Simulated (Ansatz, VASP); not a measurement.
# Two plane-wave programs on Al2B2As

```xyz
5
Lattice="3.5488 0.0000 0.0000 0.0000 3.5488 0.0000 0.0000 0.0000 5.7672" Properties=species:S:1:pos:R:3 pbc="T T T"
Al    0.0000    0.0000    0.0000
Al    1.7744    1.7744    2.8836
B     1.7744    1.7744    5.0004
B     1.7744    1.7744    0.7669
As    0.0000    0.0000    2.8836
```

Alike in both runs: functional PBE; k mesh 10 × 10 × 8; occupations gaussian, width 0.1 eV; no spin polarisation.

Ansatz relaxed the structure, and its values are those at the end. VASP's run is a single point on that final structure, the one shown.

|  | VASP | Ansatz |
| --- | --- | --- |
| version | VASP 6.6.1 | Ansatz 0.2.0 |
| potentials or method | VASP PAW PBE potentials, release 64 (Al, B, As), cutoff 520 eV | scalar-relativistic, plane waves, PAW |
| valence electrons in the cell | 17 | 27 |

```tsv
	VASP	Ansatz	Ansatz less VASP
gap on the k mesh at the Fermi level (eV)	none	none	-
pressure (GPa)	0.1	0.0	-0.10
rms of the force components (eV/Å)	0.009	0.000	-0.0087
```

A gap of «none» marks a metal or a gap that the smearing closes. VASP's potentials hold 17 valence electrons a cell and Ansatz's 27, so a difference there can come from the potentials and not from the codes.
